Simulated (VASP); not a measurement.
# Cd2O3 (Pn-3m) in VASP: a series of runs

Cd2O3 is run at these levels: PBE; tasks: single point.

Everything below comes from runs of VASP 6.6.1. Logs are shortened: lines on timing, memory, paths and dates and some standing lists are left out, and cuts for length are marked.

### 1 The cell of the first run

The structure is cubic, space group Pn-3m (No. 224). Conventional cell: a = 5.307 Å, b = 5.307 Å, c = 5.307 Å, α = 90.00°, β = 90.00°, γ = 90.00°. Cd (site symmetry -3m) has 6 O at 2.30 Å within 3.0 Å. Within 3.0 Å of O (site symmetry -42m) lie 4 Cd at 2.30 Å and 4 O at 2.65 Å.

### 2 Single point, PBE

INCAR

```
ALGO = Normal
EDIFF = 1E-6
ENCUT = 520
GGA = PE
ISIF = 2
ISMEAR = -1
LASPH = True
LCHARG = False
LREAL = False
LWAVE = False
NBANDS = 53
NELM = 80
PREC = Accurate
SIGMA = 0.06122561905347299
```

KPOINTS

```
k-points
0
Gamma
  11 11 11
```

POSCAR

```
Cd2O3
1.0
    5.3065815668      0.0000000000      0.0000000000
    0.0000000000      5.3065815668      0.0000000000
    0.0000000000      0.0000000000      5.3065815668
Cd O
4 6
Direct
    0.2500000000      0.2500000000      0.2500000000
    0.7500000000      0.7500000000      0.2500000000
    0.7500000000      0.2500000000      0.7500000000
    0.2500000000      0.7500000000      0.7500000000
    0.5000000000      0.0000000000      0.0000000000
    0.0000000000      0.5000000000      0.0000000000
    0.0000000000      0.0000000000      0.5000000000
    0.5000000000      0.5000000000      0.0000000000
    0.5000000000      0.0000000000      0.5000000000
    0.0000000000      0.5000000000      0.5000000000
```

Potentials or basis: VASP PAW PBE potentials, release 64 (Cd, O).

Launch:

```
> cat potpaw_PBE.64/Cd/POTCAR potpaw_PBE.64/O/POTCAR > POTCAR
> mpirun -np 1 vasp_std > vasp.out
```

OUTCAR:

```text
EDIFF = 1E-6
   ENCUT = 520
   GGA = PE
   ISIF = 2
   ISMEAR = -1
   LASPH = True
   LREAL = False
   NELM = 80
   PREC = Accurate

 ion  position               nearest neighbor table
   1  0.250  0.250  0.250-   5 2.30   6 2.30   7 2.30   8 2.30   9 2.30  10 2.30   2 3.75   3 3.75
                             4 3.75   3 3.75   4 3.75   2 3.75   4 3.75   4 3.75   2 3.75   3 3.75
   2  0.750  0.750  0.250-   5 2.30   6 2.30   7 2.30   8 2.30   9 2.30  10 2.30   1 3.75   3 3.75
                             4 3.75   3 3.75   4 3.75   1 3.75   3 3.75   3 3.75   1 3.75   4 3.75
   3  0.750  0.250  0.750-   5 2.30   6 2.30   7 2.30   8 2.30   9 2.30  10 2.30   1 3.75   2 3.75
                             4 3.75   1 3.75   2 3.75   2 3.75   4 3.75   2 3.75   1 3.75   4 3.75
   4  0.250  0.750  0.750-   5 2.30   6 2.30   7 2.30   8 2.30   9 2.30  10 2.30   1 3.75   2 3.75
                             3 3.75   1 3.75   2 3.75   1 3.75   3 3.75   1 3.75   2 3.75   3 3.75
   5  0.500  0.000  0.000-   1 2.30   2 2.30   3 2.30   4 2.30
   6  0.000  0.500  0.000-   1 2.30   2 2.30   3 2.30   4 2.30
   7  0.000  0.000  0.500-   1 2.30   2 2.30   3 2.30   4 2.30
   8  0.500  0.500  0.000-   1 2.30   2 2.30   3 2.30   4 2.30
   9  0.500  0.000  0.500-   1 2.30   2 2.30   3 2.30   4 2.30
  10  0.000  0.500  0.500-   1 2.30   2 2.30   3 2.30   4 2.30

  LATTYP: Found a simple cubic cell.
 ALAT       =     5.3065815668

  Lattice vectors:

 A1 = (   5.3065815668,   0.0000000000,   0.0000000000)
 A2 = (   0.0000000000,   5.3065815668,   0.0000000000)
 A3 = (   0.0000000000,   0.0000000000,   5.3065815668)

Analysis of symmetry for initial positions (statically):
=====================================================================
 Subroutine PRICEL returns:
 Original cell was already a primitive cell.

 Routine SETGRP: Setting up the symmetry group for a
 simple cubic supercell.

 Subroutine GETGRP returns: Found 48 space group operations
 (whereof 24 operations were pure point group operations)
 out of a pool of 48 trial point group operations.

The static configuration has the point symmetry T_d .
 The point group associated with its full space group is O_h .

Analysis of symmetry for dynamics (positions and initial velocities):
=====================================================================
 Subroutine PRICEL returns:
 Original cell was already a primitive cell.

 Routine SETGRP: Setting up the symmetry group for a
 simple cubic supercell.

 Subroutine GETGRP returns: Found 48 space group operations
 (whereof 24 operations were pure point group operations)
 out of a pool of 48 trial point group operations.

The dynamic configuration has the point symmetry T_d .
 The point group associated with its full space group is O_h .

 Subroutine INISYM returns: Found 48 space group operations
 (whereof 24 operations are pure point group operations),
 and found     1 'primitive' translations

----------------------------------------------------------------------------------------

                                     Primitive cell

  volume of cell :     149.4323

  direct lattice vectors                    reciprocal lattice vectors
     5.306581567  0.000000000  0.000000000     0.188445233  0.000000000  0.000000000
     0.000000000  5.306581567  0.000000000     0.000000000  0.188445233  0.000000000
     0.000000000  0.000000000  5.306581567     0.000000000  0.000000000  0.188445233

  length of vectors
     5.306581567  5.306581567  5.306581567     0.188445233  0.188445233  0.188445233

  position of ions in fractional coordinates (direct lattice)
     0.250000000  0.250000000  0.250000000
     0.750000000  0.750000000  0.250000000
     0.750000000  0.250000000  0.750000000
     0.250000000  0.750000000  0.750000000
     0.500000000  0.000000000  0.000000000
     0.000000000  0.500000000  0.000000000
     0.000000000  0.000000000  0.500000000
     0.500000000  0.500000000  0.000000000
     0.500000000  0.000000000  0.500000000
     0.000000000  0.500000000  0.500000000

  ion indices of the primitive-cell ions
   primitive index   ion index
                 1           1
                 2           2
                 3           3
                 4           4
                 5           5
                 6           6
                 7           7
                 8           8
                 9           9
                10          10

----------------------------------------------------------------------------------------

 KPOINTS: k-points

Automatic generation of k-mesh.
 Grid dimensions read from file:
 generate k-points for:   11   11   11

 Generating k-lattice:

  Cartesian coordinates                     Fractional coordinates (reciprocal lattice)
     0.017131385  0.000000000  0.000000000     0.090909091  0.000000000  0.000000000
     0.000000000  0.017131385  0.000000000     0.000000000  0.090909091  0.000000000
     0.000000000  0.000000000  0.017131385     0.000000000  0.000000000  0.090909091

  Length of vectors
     0.017131385  0.017131385  0.017131385

  Shift w.r.t. Gamma in fractional coordinates (k-lattice)
     0.000000000  0.000000000  0.000000000

 Subroutine IBZKPT returns following result:
 ===========================================

 Found     56 irreducible k-points:

 Following reciprocal coordinates:
            Coordinates               Weight
  0.000000  0.000000  0.000000      1.000000
  0.090909  0.000000  0.000000      6.000000
  0.181818  0.000000  0.000000      6.000000
  0.272727  0.000000  0.000000      6.000000
  0.363636  0.000000  0.000000      6.000000
  0.454545  0.000000  0.000000      6.000000
[... 16 lines left out ...]
  0.181818  0.090909  0.090909     24.000000
  0.272727  0.090909  0.090909     24.000000
 [... further k-points ...]
   k-points           NKPTS =     56   k-points in BZ     NKDIM =     56   number of bands    NBANDS=     53
   number of dos      NEDOS =    301   number of ions     NIONS =     10
   total plane-waves  NPLWV =  64000
   dimension x,y,z NGX =    40 NGY =   40 NGZ =   40
   dimension x,y,z NGXF=    80 NGYF=   80 NGZF=   80
   ions per type =               4   6
   NGX,Y,Z   is equivalent  to a cutoff of  12.53, 12.53, 12.53 a.u.
   NGXF,Y,Z  is equivalent  to a cutoff of  25.06, 25.06, 25.06 a.u.
 SYSTEM =  unknown system
   PREC   = accura    normal or accurate (medium, high low for compatibility)
   ISTART =      0    job   : 0-new  1-cont  2-samecut
   ICHARG =      2    charge: 1-file 2-atom 10-const
   ISPIN  =      1    spin polarized calculation?
   LNONCOLLINEAR =      F non collinear calculations
   LSORBIT =      F    spin-orbit coupling
   LASPH  =      T    aspherical Exc in radial PAW
   ENCUT  =  520.0 eV  38.22 Ry    6.18 a.u.   9.87  9.87  9.87*2*pi/ulx,y,z
   NELM   =     80;   NELMIN=  2; NELMDL= -5     # of ELM steps
   EDIFF  = 0.1E-05   stopping-criterion for ELM
   LREAL  =      F    real-space projection
   EDIFFG = 0.1E-04   stopping-criterion for IOM
   NSW    =      0    number of steps for IOM
   IBRION =     -1    ionic relax: 0-MD 1-quasi-New 2-CG
   NFREE  =      0    steps in history (QN), initial steepest desc. (CG)
   ISIF   =      2    stress and relaxation
   ISYM   =      2    0-nonsym 1-usesym 2-fastsym
   POTIM  = 0.5000    time-step for ionic-motion
   TEBEG  =    0.0;   TEEND  =   0.0 temperature during run
   PSTRESS=    0.0 pullay stress
   NELECT =      84.0000    total number of electrons
   NUPDOWN=      -1.0000    fix difference up-down
   EMIN   =  10.00;   EMAX   =-10.00  energy-range for DOS
   EFERMI =   0.00;   METHOD = LEGACY
   ISMEAR =    -1;   SIGMA  =   0.06  broadening in eV -4-tet -1-fermi 0-gaus
   EFERMI_NEDOS =   21; number of points for ismear=-14 and -15
   IALGO  =     38    algorithm
   IMIX   =      4    mixing-type and parameters
     AMIX     =   0.40;   BMIX     =  1.00
     AMIX_MAG =   1.60;   BMIX_MAG =  1.00
  volume/ion in A,a.u.               =      14.94       100.84
  Fermi-wavevector in a.u.,A,eV,Ry     =   1.351097  2.553202 24.836920  1.825462
  Thomas-Fermi vector in A             =   2.478547
   LORBIT       =      0    0 simple, 1 ext, 2 COOP (PROOUT), +10 PAW based schemes
   GGA     = PE    functional components
   LHFCALC =     F    Hartree Fock is set to
   AEXX    =    0.0000 exact exchange contribution
   IVDW    =     0    specifies the selected vdW correction
   LEPSILON=     F    determine dielectric tensor
   LRPA    =     F    only Hartree local field effects (RPA)
 non-spin polarized calculation
  energy-cutoff  :      520.00
  volume of cell :      149.43
 maximum number of plane-waves:      4046
 NGX is ok and might be reduce to    40
   NGX = 19   NGY = 19   NGZ = 19

 number of electron      83.9999993 magnetization

 Free energy of the ion-electron system (eV)
  ---------------------------------------------------
  ext. energy  EPLUGINS =         0.00000000
  ---------------------------------------------------
  free energy    TOTEN  =       -36.61058721 eV

  energy without entropy =      -36.47357763  energy(sigma->0) =      -36.54208242

 E-fermi :   0.2877     XC(G=0): -10.2182

 val. band max:        0.2842168517   @ k =   0.3636   0.1818   0.1818
 cond. band min:       0.2919532506   @ k =   0.2727   0.1818   0.0909
 fundamental gap:      0.0077363990
 Fermi energy:         0.2876714474

 k-point     1 :       0.0000    0.0000    0.0000
  band No.  band energies     occupation
      1     -17.1548      2.00000
      2     -16.4412      2.00000
      3     -16.4412      2.00000
      4     -15.9849      2.00000
      5     -15.9849      2.00000
      6     -15.4651      2.00000
[... 45 lines left out ...]
     52      10.3896      0.00000
     53      10.3896      0.00000
[... 1286 lines left out ...]
     52       9.3123      0.00000
     53       9.9575      0.00000

 [... further k-points ...]

------------------------ aborting loop because EDIFF is reached ----------------------------------------

  FORCE on cell =-STRESS in cart. coord.  units (eV):
  Direction    XX          YY          ZZ          XY          YZ          ZX
  --------------------------------------------------------------------------------------
  -------------------------------------------------------------------------------------
  Total       -0.7646928     -0.7646928     -0.7646928      0.0000000      0.0000000     -0.0000000
  in kB       -8.1988524     -8.1988524     -8.1988524      0.0000000      0.0000000     -0.0000000
  external PRESSURE =      -8.1988524 kB  Pullay stress =       0.0000000 kB

 VOLUME and BASIS-vectors are now :
 -----------------------------------------------------------------------------
  energy-cutoff  :      520.00
  volume of cell :      149.43
      direct lattice vectors                 reciprocal lattice vectors
     5.306581567  0.000000000  0.000000000     0.188445233  0.000000000  0.000000000
     0.000000000  5.306581567  0.000000000     0.000000000  0.188445233  0.000000000
     0.000000000  0.000000000  5.306581567     0.000000000  0.000000000  0.188445233

 POSITION                                       TOTAL-FORCE (eV/Angst)
 -----------------------------------------------------------------------------------
      1.32665      1.32665      1.32665        -0.000000      0.000000      0.000000
      3.97994      3.97994      1.32665         0.000000     -0.000000      0.000000
      3.97994      1.32665      3.97994         0.000000      0.000000     -0.000000
      1.32665      3.97994      3.97994        -0.000000     -0.000000      0.000000
      2.65329      0.00000      0.00000         0.000000     -0.000000     -0.000000
      0.00000      2.65329      0.00000         0.000000     -0.000000     -0.000000
      0.00000      0.00000      2.65329         0.000000     -0.000000     -0.000000
      2.65329      2.65329      0.00000         0.000000      0.000000      0.000000
      2.65329      0.00000      2.65329         0.000000     -0.000000     -0.000000
      0.00000      2.65329      2.65329         0.000000      0.000000      0.000000
 -----------------------------------------------------------------------------------
    total drift:                               -0.000000      0.000000     -0.000000

  FREE ENERGIE OF THE ION-ELECTRON SYSTEM (eV)
  ---------------------------------------------------
  free  energy   TOTEN  =       -36.6105872104 eV

  energy  without entropy=      -36.4735776330  energy(sigma->0) =      -36.54208242
```

Wall time 3.5 min (1 thread of Intel Xeon 6975P-C (Granite Rapids), shared host); peak memory 0.44 GiB.

What came out:

```yaml
Free_energy: -36.6106 eV
Pressure: -0.8 GPa
Band_gap_on_the_k_mesh: zero (band 42 reaches 0.79 eV, above the bottom of band 43 at 0.05 eV)
```

Levels at points of the mesh, in eV from the Fermi level:
| k point | band 40 | band 41 | band 42 | band 43 | band 44 | band 45 |
| --- | --- | --- | --- | --- | --- | --- |
| (0.00, 0.00, 0.00) | -0.18 | -0.18 | 0.50 | 0.50 | 0.50 | 1.21 |

### 3 Single point, PBE

This run uses another cell than the first one, of 15.24 Å³/atom, 1.020 times its volume.

INCAR

```
SYSTEM = Cd2O3
  PREC = Accurate
  ENCUT = 520
  EDIFF = 1E-6
  ISMEAR = -1
  SIGMA = 0.06122561905347299
  LREAL = .False.
  LASPH = .True.
  NELM = 80
  ALGO = Normal
  ISIF = 2
  LWAVE = .False.
  LCHARG = .False.
  GGA = PE
  NBANDS = 53
```

KPOINTS

```
Automatic mesh
0
Gamma
  11 11 11
  0 0 0
```

Changes to POSCAR since step 2:

```diff
@@ -2,5 +2,5 @@
 1.0
-    5.3065815668      0.0000000000      0.0000000000
-    0.0000000000      5.3065815668      0.0000000000
-    0.0000000000      0.0000000000      5.3065815668
+    5.3410408542      0.0000000000      0.0000000000
+    0.0000000000      5.3410408542      0.0000000000
+    0.0000000000      0.0000000000      5.3410408542
 Cd O
```

Potentials or basis: VASP PAW PBE potentials, release 64 (Cd, O).

Launch:

```
> cat potpaw_PBE.64/Cd/POTCAR potpaw_PBE.64/O/POTCAR > POTCAR
> mpirun -np 1 vasp_std > vasp.out
```

Run time: 5.4 min. Hardware: 1 thread of Intel Xeon Platinum 8259CL at 2.50GHz (Skylake/Cascade Lake), shared host; peak memory 0.45 GiB.

It converged, with:

```yaml
Free_energy: -36.5820 eV
Pressure: -2.6 GPa
Band_gap_on_the_k_mesh: zero (band 42 reaches 0.63 eV, above the bottom of band 43 at -0.11 eV)
```

Levels at points of the mesh, in eV from the Fermi level:
```tsv
k point	band 39	band 40	band 41	band 42	band 43	band 44	band 45	band 46
(0.00, 0.00, 0.00)	-0.16	-0.16	-0.16	0.49	0.49	0.49	1.16	3.31
```
